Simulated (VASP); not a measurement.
# MgAu3 (Pm-3m) in VASP: single point with LDA

Aim: the single point of MgAu3 with LDA.

Everything below comes from runs of VASP 6.6.1. Logs are shortened: lines on timing, memory, paths and dates and some standing lists are left out, and cuts for length are marked.

## Step 1: The cell of the first run

The structure is cubic, space group Pm-3m (No. 221). The conventional cell has a = 4.107 Å, b = 4.107 Å, c = 4.107 Å, α = 90.00°, β = 90.00°, γ = 90.00°. Within 3.8 Å of Mg (site symmetry m-3m) lie 12 Au at 2.90 Å. Within 3.8 Å of Au (site symmetry 4/mmm) lie 4 Mg at 2.90 Å and 8 Au at 2.90 Å.

## Step 2: Single point, LDA

File INCAR:

```
  PREC = Accurate
  ENCUT = 520
  EDIFF = 1E-6
  ISMEAR = 0
  SIGMA = 0.05
  LREAL = F
  LASPH = T
  NELM = 100
  ALGO = Normal
  ISIF = 2
  LWAVE = F
  LCHARG = F
  GGA = CA
  NBANDS = 26
```

File KPOINTS:

```
Automatic mesh
0
Gamma
  6 6 6
```

File POSCAR:

```
MgAu3
1.0
    4.1065270000      0.0000000000      0.0000000000
    0.0000000000      4.1065270000      0.0000000000
    0.0000000000      0.0000000000      4.1065270000
Mg Au
1 3
Direct
    0.0000000000      0.0000000000      0.0000000000
    0.5000000000      0.5000000000      0.0000000000
    0.5000000000      0.0000000000      0.5000000000
    0.0000000000      0.5000000000      0.5000000000
```

Potentials or basis: VASP PAW LDA potentials, release 64 (Mg, Au).

The run is started by

```
$ cat potpaw_LDA.64/Mg/POTCAR potpaw_LDA.64/Au/POTCAR > POTCAR
$ mpirun -np 1 vasp_std > vasp.out
```

OUTCAR:

```text
PREC = Accurate
   ENCUT = 520
   EDIFF = 1E-6
   ISMEAR = 0
   LREAL = F
   LASPH = T
   NELM = 100
   ISIF = 2
   GGA = CA

 ion  position               nearest neighbor table
   1  0.000  0.000  0.000-   2 2.90   3 2.90   4 2.90   3 2.90   4 2.90   2 2.90   4 2.90   4 2.90
                             2 2.90   3 2.90   3 2.90   2 2.90
   2  0.500  0.500  0.000-   1 2.90   3 2.90   4 2.90   3 2.90   4 2.90   1 2.90   3 2.90   3 2.90
                             1 2.90   4 2.90   4 2.90   1 2.90
   3  0.500  0.000  0.500-   1 2.90   2 2.90   4 2.90   1 2.90   2 2.90   2 2.90   4 2.90   2 2.90
                             1 2.90   4 2.90   1 2.90   4 2.90
   4  0.000  0.500  0.500-   1 2.90   2 2.90   3 2.90   1 2.90   2 2.90   1 2.90   3 2.90   1 2.90
                             2 2.90   3 2.90   2 2.90   3 2.90

  LATTYP: Found a simple cubic cell.
 ALAT       =     4.1065270000

  Lattice vectors:

 A1 = (   4.1065270000,   0.0000000000,   0.0000000000)
 A2 = (   0.0000000000,   4.1065270000,   0.0000000000)
 A3 = (   0.0000000000,   0.0000000000,   4.1065270000)

Analysis of symmetry for initial positions (statically):
=====================================================================
 Subroutine PRICEL returns:
 Original cell was already a primitive cell.

 Routine SETGRP: Setting up the symmetry group for a
 simple cubic supercell.

 Subroutine GETGRP returns: Found 48 space group operations
 (whereof 48 operations were pure point group operations)
 out of a pool of 48 trial point group operations.

The static configuration has the point symmetry O_h .

Analysis of symmetry for dynamics (positions and initial velocities):
=====================================================================
 Subroutine PRICEL returns:
 Original cell was already a primitive cell.

 Routine SETGRP: Setting up the symmetry group for a
 simple cubic supercell.

 Subroutine GETGRP returns: Found 48 space group operations
 (whereof 48 operations were pure point group operations)
 out of a pool of 48 trial point group operations.

The dynamic configuration has the point symmetry O_h .

 Subroutine INISYM returns: Found 48 space group operations
 (whereof 48 operations are pure point group operations),
 and found     1 'primitive' translations

----------------------------------------------------------------------------------------

                                     Primitive cell

  volume of cell :      69.2507

  direct lattice vectors                    reciprocal lattice vectors
[... 88 lines left out ...]
   EDIFFG = 0.1E-04   stopping-criterion for IOM
   NSW    =      0    number of steps for IOM
   IBRION =     -1    ionic relax: 0-MD 1-quasi-New 2-CG
   NFREE  =      0    steps in history (QN), initial steepest desc. (CG)
   ISIF   =      2    stress and relaxation
   ISYM   =      2    0-nonsym 1-usesym 2-fastsym
   POTIM  = 0.5000    time-step for ionic-motion
   TEBEG  =    0.0;   TEEND  =   0.0 temperature during run
   PSTRESS=    0.0 pullay stress
   NELECT =      35.0000    total number of electrons
   NUPDOWN=      -1.0000    fix difference up-down
   EMIN   =  10.00;   EMAX   =-10.00  energy-range for DOS
   EFERMI =   0.00;   METHOD = LEGACY
   ISMEAR =     0;   SIGMA  =   0.05  broadening in eV -4-tet -1-fermi 0-gaus
   EFERMI_NEDOS =   21; number of points for ismear=-14 and -15
   IALGO  =     38    algorithm
   IMIX   =      4    mixing-type and parameters
     AMIX     =   0.40;   BMIX     =  1.00
     AMIX_MAG =   1.60;   BMIX_MAG =  1.00
  volume/ion in A,a.u.               =      17.31       116.83
  Fermi-wavevector in a.u.,A,eV,Ry     =   1.304036  2.464270 23.136833  1.700509
  Thomas-Fermi vector in A             =   2.434998
   LORBIT       =      0    0 simple, 1 ext, 2 COOP (PROOUT), +10 PAW based schemes
   GGA     = CA    functional components
   LHFCALC =     F    Hartree Fock is set to
   AEXX    =    0.0000 exact exchange contribution
   IVDW    =     0    specifies the selected vdW correction
   LEPSILON=     F    determine dielectric tensor
   LRPA    =     F    only Hartree local field effects (RPA)
 non-spin polarized calculation
 Gauss-broadening in eV      SIGMA  =   0.05
  energy-cutoff  :      520.00
  volume of cell :       69.25
 maximum number of plane-waves:      1888
 NGX is ok and might be reduce to    32
   NGX = 15   NGY = 15   NGZ = 15

 number of electron      34.9999987 magnetization

 Free energy of the ion-electron system (eV)
  ---------------------------------------------------
  ext. energy  EPLUGINS =         0.00000000
  ---------------------------------------------------
  free energy    TOTEN  =       -16.88696238 eV

  energy without entropy =      -16.88341158  energy(sigma->0) =      -16.88518698

 E-fermi :   8.0420     XC(G=0): -12.0742

 val. band max:        7.8240938093   @ k =   0.5000   0.3333   0.0000
 cond. band min:       8.0608747356   @ k =   0.5000   0.3333   0.1667
 fundamental gap:      0.2367809263
 Fermi energy:         8.0420141673

 k-point     1 :       0.0000    0.0000    0.0000
  band No.  band energies     occupation
      1      -1.6300      2.00000
      2       0.8960      2.00000
      3       1.5938      2.00000
      4       1.5938      2.00000
      5       1.5938      2.00000
      6       1.6784      2.00000
[... 569 lines left out ...]
     25      22.1513      0.00000
     26      22.1513      0.00000

------------------------ aborting loop because EDIFF is reached ----------------------------------------

  FORCE on cell =-STRESS in cart. coord.  units (eV):
  Direction    XX          YY          ZZ          XY          YZ          ZX
  --------------------------------------------------------------------------------------
  -------------------------------------------------------------------------------------
  Total       -2.8796810     -2.8796810     -2.8796810     -0.0000000     -0.0000000      0.0000000
  in kB      -66.6240329    -66.6240329    -66.6240329     -0.0000000     -0.0000000      0.0000000
  external PRESSURE =     -66.6240329 kB  Pullay stress =       0.0000000 kB

 VOLUME and BASIS-vectors are now :
 -----------------------------------------------------------------------------
  energy-cutoff  :      520.00
  volume of cell :       69.25
      direct lattice vectors                 reciprocal lattice vectors
     4.106527000  0.000000000  0.000000000     0.243514775  0.000000000  0.000000000
     0.000000000  4.106527000  0.000000000     0.000000000  0.243514775  0.000000000
     0.000000000  0.000000000  4.106527000     0.000000000  0.000000000  0.243514775

 POSITION                                       TOTAL-FORCE (eV/Angst)
 -----------------------------------------------------------------------------------
      0.00000      0.00000      0.00000         0.000000      0.000000      0.000000
      2.05326      2.05326      0.00000         0.000000      0.000000      0.000000
      2.05326      0.00000      2.05326         0.000000      0.000000      0.000000
      0.00000      2.05326      2.05326         0.000000      0.000000      0.000000
 -----------------------------------------------------------------------------------
    total drift:                                0.000000     -0.000000     -0.000000

  FREE ENERGIE OF THE ION-ELECTRON SYSTEM (eV)
  ---------------------------------------------------
  free  energy   TOTEN  =       -16.8869623789 eV

  energy  without entropy=      -16.8834115816  energy(sigma->0) =      -16.88518698
```

It took 14 s on 1 thread of Intel Xeon 6975P-C (Granite Rapids), shared host; peak memory 0.17 GiB.

Results:

```yaml
Free_energy: -16.8870 eV
Pressure: -6.7 GPa
Band_gap_on_the_k_mesh: zero (an odd number of electrons rules out a gap without spin polarisation)
```

Caveat: the cell stands under tension; spin-orbit coupling is left out, which moves the levels of the heavy elements.
